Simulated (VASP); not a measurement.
A run of VASP 6.6.1 is set up as follows.

Contents of INCAR:

```
SYSTEM = Ge
PREC = Accurate
ENCUT = 520
EDIFF = 1E-6
ISMEAR = -1
SIGMA = 0.02
LREAL = .FALSE.
LASPH = .TRUE.
NELM = 100
ALGO = Normal
ISIF = 2
LWAVE = .FALSE.
LCHARG = .FALSE.
GGA = PE
NBANDS = 36
```

Contents of KPOINTS:

```
Automatic mesh
0
G
  6 6 4
  0 0 0
```

The input POSCAR:

```
Ge
1.0
    3.9976152109      0.0000000000      0.0000000000
   -1.9988076054      3.4620363272      0.0000000000
    0.0000000000      0.0000000000      6.5928195187
Ge
4
Direct
    0.3333333333      0.6666666667      0.0003695990
    0.6666666667      0.3333333333      0.5003695990
    0.3333333333      0.6666666667      0.3746304010
    0.6666666667      0.3333333333      0.8746304010
```

Potentials or basis: VASP PAW PBE potentials, release 64 (Ge_d).

Launch:

```sh
$ cat potpaw_PBE.64/Ge_d/POTCAR > POTCAR
$ mpirun -np 1 vasp_std > vasp.out
```

**Question.** Estimate the pressure.

**Answer.** 3.0 GPa.

**Question.** Estimate the band gap on the k mesh.

**Answer.** 0.11 eV, indirect (the least direct gap lies 0.9 meV higher).

Stress tensor (GPa, compression positive):
```
3.17 0.00 0.00
0.00 3.17 0.00
0.00 0.00 2.76
```

A k mesh can miss the band edges.
